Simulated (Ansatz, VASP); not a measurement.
## Al2Cu in VASP and in Ansatz

```
Al Cu
1.0
     4.14543    0.00000    0.00000
     0.00000    4.14543    0.00000
     0.00000    0.00000    2.80370
Al Cu
2 1
Direct
  0.50000 0.00000 0.50000
  0.00000 0.50000 0.50000
  0.00000 0.00000 0.00000
```

Change from the starting cell: strain +0.015 along x and y, -0.015 along z, atoms carried along.

Alike in both runs: task single point; functional PBEsol; k mesh 12 × 12 × 16; occupations gaussian, width 0.15 eV; no spin polarisation.

|  | VASP | Ansatz |
| --- | --- | --- |
| version | VASP 6.6.1 | Ansatz 0.2.0 |
| potentials or method | VASP PAW PBE potentials, release 64 (Al, Cu), cutoff 520 eV | scalar-relativistic, plane waves, PAW |
| valence electrons in the cell | 17 | 25 |

|  | VASP | Ansatz | Ansatz less VASP |
| --- | --- | --- | --- |
| gap on the k mesh at the Fermi level (eV) | none | none | - |
| pressure (GPa) | -1.2 | -1.2 | +0.02 |
| traceless stress, the component that is largest in VASP (GPa) | 1.70 | 1.71 | +0.012 |

VASP's potentials were made for PBE, not for PBEsol. A gap of «none» marks a metal or a gap that the smearing closes. VASP's potentials hold 17 valence electrons a cell and Ansatz's 25, so a difference there can come from the potentials and not from the codes.
